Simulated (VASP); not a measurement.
**Te: relaxation of shape and atoms at fixed volume with PBE**

The system is Te.

```
CELL_PARAMETERS angstrom
2.85743 0.00000 0.00000
-1.42871 2.47460 0.00000
0.00000 0.00000 2.64076
ATOMIC_POSITIONS crystal
Te 0.00000 0.00000 0.00000
```

This isn't the form of Te at room conditions, which is trigonal, of chains.

```yaml
Program: VASP 6.6.1
Task: relaxation of shape and atoms at fixed volume
Functional: PBE
Potentials_or_basis: VASP PAW PBE potentials, release 64 (Te)
Cutoff: 600 eV
k_mesh: 15 × 15 × 13
Occupations: fermi-dirac, width 0.1 eV
Spin: no spin polarisation
Dipole_correction: no
Further_INCAR_settings: ALGO = Normal; EDIFF = 1e-06; IBRION = 2; EDIFFG = -0.005; NSW = 50; ISIF = 4
```

```yaml
Energy_gained_by_relaxing: 4.2 meV/atom
Ionic_steps: 4
Pressure_after_relaxing: 82.5 GPa
Band_gap_on_the_k_mesh: zero (bands 3 and 4 overlap by 13.02 eV)
```

The path:
| step | energy change (eV) | largest force (eV/Å) | pressure (GPa) | volume (Å³) |
| --- | --- | --- | --- | --- |
| 1 | 0.0000 | 0.0000 | 82.55 | 18.67 |
| 2 | 0.0126 | 0.0000 | 83.11 | 18.67 |
| 3 | -0.0042 | 0.0000 | 82.47 | 18.67 |
| 4 | -0.0042 | 0.0000 | 82.47 | 18.67 |

Final structure:
```
CELL_PARAMETERS angstrom
2.84460 0.00000 0.00000
-1.42230 2.46350 0.00000
0.00000 0.00000 2.66462
ATOMIC_POSITIONS crystal
Te 0.00000 0.00000 0.00000
```

Levels at points of the mesh, in eV from the Fermi level:
| k point | band 1 | band 2 | band 3 | band 4 | band 5 | band 6 | band 7 |
| --- | --- | --- | --- | --- | --- | --- | --- |
| (0.00, 0.00, 0.00) | -18.98 | 2.15 | 4.10 | 4.10 | 5.99 | 9.21 | 9.82 |

Run time: 28 s on 1 thread of Intel(R) Xeon(R) Platinum 8488C (Sapphire Rapids), with other jobs on the host, peak memory 0.16 GiB.

Caveat: spin-orbit coupling is left out, which moves the levels of the heavy elements.
